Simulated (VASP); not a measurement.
Input of a VASP 6.6.1 run:

The input INCAR:

```
PREC = Accurate ; ENCUT = 500
EDIFF = 1E-6 ; ISMEAR = -1
SIGMA = 0.05 ; LREAL = F
LASPH = T ; NELM = 120
ALGO = Normal ; ISIF = 2
LWAVE = F ; LCHARG = F
GGA = PE ; NBANDS = 14
GGA_COMPAT = F
```

The input KPOINTS:

```
regular mesh
0
Gamma
  13 13 12
```

The input POSCAR:

```
Sb
1.0
    2.4295958202      0.0000000000      0.0000000000
   -1.2147979101      2.1040917012      0.0000000000
    0.0000000000      0.0000000000      2.2815411329
Sb
1
Direct
    0.0000000000      0.0000000000      0.0000000000
```

Potentials or basis: VASP PAW PBE potentials, release 64 (Sb_d_GW).

Command:

```console
$ cat potpaw_PBE.64/Sb_d_GW/POTCAR > POTCAR
$ mpirun -np 1 vasp_std > vasp.out
```

Task: What does it give for the pressure?

Result: 410.9 GPa.

Stress tensor (GPa, compression positive):
```
410.81   0.00   0.00
  0.00 410.81   0.00
  0.00   0.00 410.98
```
